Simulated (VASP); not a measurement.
Input of a VASP 6.6.1 run:

INCAR

```
SYSTEM = AlN
ALGO = Normal
EDIFF = 1E-6
ENCUT = 520
GGA = PE
ISIF = 2
ISMEAR = 0
LASPH = .TRUE.
LCHARG = .FALSE.
LREAL = .FALSE.
LWAVE = .FALSE.
NBANDS = 16
NELM = 100
PREC = Accurate
SIGMA = 0.05
```

The input KPOINTS:

```
k-points
0
G
  9 9 6
  0 0 0
```

Contents of POSCAR:

```
AlN
1.0
    3.3803109847      0.0000000000      0.0000000000
   -1.6901554924      2.9274351854      0.0000000000
    0.0000000000      0.0000000000      4.5066306048
Al N
2 2
Direct
    0.3333333333      0.6666666667      0.7500000000
    0.6666666667      0.3333333333      0.2500000000
    0.3333333333      0.6666666667      0.2500000000
    0.6666666667      0.3333333333      0.7500000000
```

Potentials or basis: VASP PAW PBE potentials, release 64 (Al, N).

Command:

```bash
$ cat potpaw_PBE.64/Al/POTCAR potpaw_PBE.64/N/POTCAR > POTCAR
$ mpirun -np 1 vasp_std > vasp.out
```

Predict the band gap on the k mesh.

2.24 eV, direct.

Estimate the pressure.

-17.1 GPa.

Stress tensor (GPa, compression positive):
```
-17.25   0.00   0.00
  0.00 -17.25   0.00
  0.00   0.00 -16.74
```
